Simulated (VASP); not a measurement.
Write the native input for VASP 6.6.1 that does the following.

| Item | Value |
| --- | --- |
| Task | single point |
| Functional | PBE |
| Potentials or basis | VASP PAW PBE potentials, release 64 (H) |
| Cutoff | 500 eV |
| k mesh | 3 × 3 × 4 |
| Occupations | tetrahedron |
| Spin | collinear spin |
| Starting moments | [1.03, 1.03] μB |
| Dipole correction | no |
| Further INCAR settings | ALGO = Normal; EDIFF = 1e-06; NBANDS = 12 |

The structure of H lies in POSCAR:

```
H
1.0
    5.1702470185      0.0000000000      0.0000000000
   -2.5851235093      4.4775652619      0.0000000000
    0.0000000000      0.0000000000      3.8495250000
H
2
Direct
    0.3333333333      0.6666666667      0.2500000000
    0.6666666667      0.3333333333      0.7500000000
```

One way to write it, as run:

INCAR

```
SYSTEM = H
PREC = Accurate ; ENCUT = 500
EDIFF = 1E-6 ; ISMEAR = -5
SIGMA = 0.1 ; LREAL = .FALSE.
LASPH = .TRUE. ; NELM = 200
ALGO = Normal ; ISIF = 2
LWAVE = .FALSE. ; LCHARG = .FALSE.
ISPIN = 2 ; MAGMOM = 1.03 1.03
LORBIT = 11 ; GGA = PE
NBANDS = 12 ; GGA_COMPAT = .FALSE.
```

KPOINTS

```
regular mesh
0
G
  3 3 4
  0 0 0
```

Potentials or basis: VASP PAW PBE potentials, release 64 (H).

Command:

```sh
$ cat potpaw_PBE.64/H/POTCAR > POTCAR
$ mpirun -np 1 vasp_std > vasp.out
```

Results of the run:

```json
{
 "Pressure": "0.1 GPa",
 "Band gap on the k mesh": "6.61 eV (least direct gap 7.32 eV)",
 "Net moment": "2.00 μB per cell",
 "Site moments": "H +0.38 μB",
 "Valence electrons inside the program's atomic spheres": "H 0.38"
}
```

Caveat: the k points lie up to 0.47 Å⁻¹ apart; the atoms stand far beyond bonding distance.

It took 53 s on 1 thread of Intel Xeon 8259CL, with other jobs on the host, peak memory 0.22 GiB.
